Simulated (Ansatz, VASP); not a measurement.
# Hf: VASP beside Ansatz

```
Hf
1.0
     0.00000    2.57481    1.75010
     2.57481    0.00000    1.75010
     2.57481    2.57481    0.00000
Hf
1
Direct
  0.00000 0.00000 0.00000
```

Alike in both runs: task single point; functional LDA; k mesh 20 × 20 × 20; occupations gaussian, width 0.15 eV; no spin polarisation.

|  | VASP | Ansatz |
| --- | --- | --- |
| version | VASP 6.6.1 | Ansatz 0.2.0 |
| potentials or method | VASP PAW LDA potentials, release 64 (Hf_pv), cutoff 520 eV | scalar-relativistic, plane waves, PAW |
| valence electrons in the cell | 10 | 26 |

```tsv
	VASP	Ansatz	Ansatz less VASP
gap on the k mesh at the Fermi level (eV)	none	none	-
pressure (GPa)	-11.6	-11.6	-0.03
traceless stress, the component that is largest in VASP (GPa)	-1.31	-1.31	+0.006
```

LDA's correlation is that of Perdew and Zunger in VASP and of Perdew and Wang (1992) in Ansatz. A gap of «none» marks a metal or a gap that the smearing closes. VASP's potentials hold 10 valence electrons a cell and Ansatz's 26, so a difference there can come from the potentials and not from the codes.

Neither program's run includes spin-orbit coupling.
